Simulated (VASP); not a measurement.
Wanted: the native input for a VASP 6.6.1 run.

| Item | Value |
| --- | --- |
| Task | single point |
| Functional | PBEsol |
| Potentials or basis | VASP PAW PBE potentials, release 64 (O, Zn, Mg) |
| Cutoff | 700 eV |
| k mesh | 1 × 1 × 1, shifted |
| Occupations | fermi-dirac, width 0.05 eV |
| Spin | no spin polarisation |
| Dipole correction | no |
| Further INCAR settings | LREAL = Auto; ALGO = Normal; EDIFF = 1e-06; NBANDS = 236; ISYM = -1 |

The structure of Mg9Zn7O16 lies in POSCAR:

```
Mg9Zn7O16
1.0
    8.4750731953      0.0000000000      0.0000000000
    0.0000000000      8.4750731953      0.0000000000
    0.0000000000      0.0000000000      8.4750731953
O Zn Mg
32 14 18
Direct
    0.2498690000      0.9971950000      0.9982600000
    0.2528930000      0.9997370000      0.5030620000
    0.2503880000      0.5023450000      0.0015120000
    0.2500980000      0.5003740000      0.4972590000
    0.7498040000      0.9975700000      0.9982470000
    0.7476980000      0.9996200000      0.5028920000
    0.7503750000      0.5028370000      0.0000660000
    0.7501430000      0.5006890000      0.5002540000
    0.0002850000      0.2496100000      0.0003890000
    0.0004840000      0.2524620000      0.5003170000
    0.0002820000      0.7498370000      0.0002020000
    0.0002240000      0.7480290000      0.4997440000
    0.4998990000      0.2501710000      0.9994010000
    0.5001130000      0.2503410000      0.5030830000
    0.5001250000      0.7504170000      0.0021110000
    0.4998250000      0.7504100000      0.4971110000
    0.0002080000      0.0013810000      0.2506470000
    0.0000120000      0.0027420000      0.7505440000
    0.0002340000      0.4968130000      0.2521130000
    0.9976360000      0.4969550000      0.7478810000
    0.5002990000      0.9990720000      0.2520430000
    0.5001720000      0.0029830000      0.7481390000
    0.5005460000      0.5022560000      0.2526300000
    0.5020810000      0.4976480000      0.7481190000
    0.2479420000      0.2517650000      0.2520570000
    0.2496690000      0.2472180000      0.7481020000
    0.2524090000      0.7474590000      0.2494970000
    0.2499710000      0.7521930000      0.7502810000
    0.7530720000      0.2521600000      0.2522830000
    0.7501670000      0.2498680000      0.7482140000
    0.7477290000      0.7474160000      0.2493950000
    0.7502650000      0.7503130000      0.7504450000
    0.0001520000      0.9995430000      0.0003000000
    0.0002470000      0.0009090000      0.5008400000
    0.0001880000      0.4998350000      0.0003050000
    0.4999580000      0.9999500000      0.0000390000
    0.5002540000      0.5008290000      0.0004120000
    0.2502440000      0.2496990000      0.0002620000
    0.7500310000      0.2499130000      0.0000290000
    0.2503120000      0.9994290000      0.2503190000
    0.2500860000      0.4996900000      0.7493120000
    0.7500830000      0.9997300000      0.2503890000
    0.0003220000      0.7490530000      0.2501140000
    0.9998670000      0.7498000000      0.7499950000
    0.5002720000      0.2506080000      0.2510990000
    0.5003100000      0.7506430000      0.7493830000
    0.0003000000      0.5001270000      0.5001640000
    0.5001160000      0.0004070000      0.4999120000
    0.5000260000      0.5004520000      0.5003950000
    0.2500990000      0.2495830000      0.4999240000
    0.2497380000      0.7497660000      0.9994820000
    0.2495240000      0.7504390000      0.5000260000
    0.7502990000      0.2497280000      0.4999820000
    0.7505510000      0.7505610000      0.0003590000
    0.7508040000      0.7506410000      0.4997040000
    0.2498120000      0.9997010000      0.7510280000
    0.2502900000      0.4994180000      0.2488860000
    0.7502960000      0.0000310000      0.7510520000
    0.7502350000      0.4995490000      0.2491740000
    0.7500860000      0.5003300000      0.7510300000
    0.0002750000      0.2485960000      0.2490920000
    0.0004700000      0.2501260000      0.7514040000
    0.4996830000      0.2503960000      0.7518290000
    0.5000920000      0.7507660000      0.2493250000
```

The input as run:

INCAR

```
SYSTEM = Mg9Zn7O16
PREC = Accurate ; ENCUT = 700
EDIFF = 1E-6 ; ISMEAR = -1
SIGMA = 0.05 ; LREAL = Auto
LASPH = .TRUE. ; NELM = 120
ALGO = Normal ; ISIF = 2
LWAVE = .FALSE. ; LCHARG = .TRUE.
GGA = PS ; LELF = .TRUE.
LVHAR = .TRUE. ; ISYM = -1
NBANDS = 236 ; GGA_COMPAT = .FALSE.
```

KPOINTS

```
explicit points
1
Reciprocal
  0.25000000   0.25000000   0.25000000 1
```

Potentials or basis: VASP PAW PBE potentials, release 64 (O, Zn, Mg).

Launch:

```bash
$ cat potpaw_PBE.64/O/POTCAR potpaw_PBE.64/Zn/POTCAR potpaw_PBE.64/Mg/POTCAR > POTCAR
$ mpirun -np 1 vasp_std > vasp.out
```

Results of the run:

```json
{
 "Pressure": "0.0 GPa",
 "Largest force": "0.079 eV/Å",
 "Band gap on the k mesh": "3.46 eV"
}
```

Caveat: the PAW data sets were made with another functional, which shifts forces and pressure a little; a shifted mesh leaves out Γ, where band edges can lie.

Wall time 6.9 min on 1 thread of AMD EPYC 9R45 96-Core Processor (Zen 5) (shared host), peak memory 1 GiB.
